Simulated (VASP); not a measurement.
**BN: single point with HSE06**

BN:

```xyz
4
Lattice="2.4954 0.0000 0.0000 -1.2477 2.1611 0.0000 0.0000 0.0000 7.9286" Properties=species:S:1:pos:R:3 pbc="T T T"
N     1.2477    0.7204    1.9821
N     0.0000    1.4407    5.9464
B     1.2477    0.7204    5.9464
B     0.0000    1.4407    1.9821
```

```yaml
Program: VASP 6.6.1
Task: single point
Functional: HSE06
Potentials_or_basis: VASP PAW PBE potentials, release 64 (N, B)
Cutoff: 520 eV
k_mesh: 6 × 6 × 2
Occupations: fermi-dirac, width 0.05 eV
Spin: no spin polarisation
```

| Quantity | Value |
| --- | --- |
| Pressure | 0.2 GPa |
| Band gap on the k mesh | 5.59 eV (least direct gap 6.10 eV) |

Stress tensor (GPa, compression positive):
```
 0.34  0.00  0.00
 0.00  0.34  0.00
 0.00  0.00 -0.13
```

Levels at points of the mesh, in eV from the valence-band top:
| k point | band 5 | band 6 | band 7 | band 8 | band 9 | band 10 | band 11 | band 12 |
| --- | --- | --- | --- | --- | --- | --- | --- | --- |
| (0.00, 0.00, 0.00) | -1.57 | -1.57 | -1.57 | -1.57 | 5.59 | 9.61 | 12.48 | 13.42 |
| (0.50, 0.00, 0.00) | -4.63 | -4.62 | -1.17 | -0.82 | 5.86 | 6.52 | 11.08 | 11.66 |
| (0.00, 0.00, 0.50) | -1.57 | -1.57 | -1.57 | -1.57 | 7.17 | 7.17 | 13.44 | 13.44 |
| (0.50, 0.00, 0.50) | -4.63 | -4.63 | -1.00 | -1.00 | 6.13 | 6.13 | 11.46 | 11.46 |

It took 3.3 min on 1 thread of Intel(R) Xeon(R) 6975P-C (Granite Rapids) (shared host), peak memory 0.26 GiB.

Caveat: the k points lie up to 0.48 Å⁻¹ apart; the PAW data sets were made with another functional, which shifts forces and pressure a little; this functional lacks dispersion, which binds the layers, so the pressure and a relaxed spacing across them are unreliable. A k mesh can miss the band edges.
